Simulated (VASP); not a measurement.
Input of a VASP 6.6.1 run:

INCAR

```
PREC     = Accurate       # precision mode
ENCUT    = 600            # plane-wave cutoff, eV
EDIFF    = 1E-7           # SCF threshold, eV
ISMEAR   = 0              # smearing method
SIGMA    = 0.1            # smearing width, eV
LREAL    = F              # projectors in reciprocal space
LASPH    = T              # aspherical terms in the spheres
NELM     = 80             # most SCF steps
ALGO     = Normal         # electronic algorithm
ISIF     = 3              # what is computed and relaxed
LWAVE    = F              # write WAVECAR
LCHARG   = F              # write CHGCAR
GGA      = PE             # functional
IVDW     = 12             # dispersion correction
IBRION   = 2              # ionic algorithm
NSW      = 80             # ionic steps
EDIFFG   = -0.025         # ionic threshold
```

File KPOINTS:

```
Automatic mesh
0
Gamma
  4 4 2
```

The input POSCAR:

```
PtS2
1.0
   -1.7999742211      2.9671349004     -0.0671122270
    0.0388274539     -2.0723716528      5.4752176161
    5.3833155463      2.9575467770     -0.0192210302
Pt S
2 4
Direct
    0.4595827004      0.9857603509      0.4961367420
    0.0220403005     -0.0210184235      0.0087916195
    0.1185819620      0.2383724415      0.3586174179
    0.5788836128      0.1901928077      0.8726725715
    0.3785635919      0.7878233056      0.1217348287
    0.9423478324      0.8188695179      0.6420468204
```

Potentials or basis: VASP PAW PBE potentials, release 64 (Pt, S).

The run is started by

```console
$ cat potpaw_PBE.64/Pt/POTCAR potpaw_PBE.64/S/POTCAR > POTCAR
$ mpirun -np 1 vasp_std > vasp.out
```

(1) Predict the space group after relaxing (to 0.1 Å).

(2) What does it give for the relaxed cell?

Results:

(1) R-3m (No. 166).

(2) a = 3.542 Å, b = 5.689 Å, c = 6.132 Å, α = 100.20°, β = 90.02°, γ = 108.22°.

Caveat: the k points lie up to 0.52 Å⁻¹ apart in the final cell.
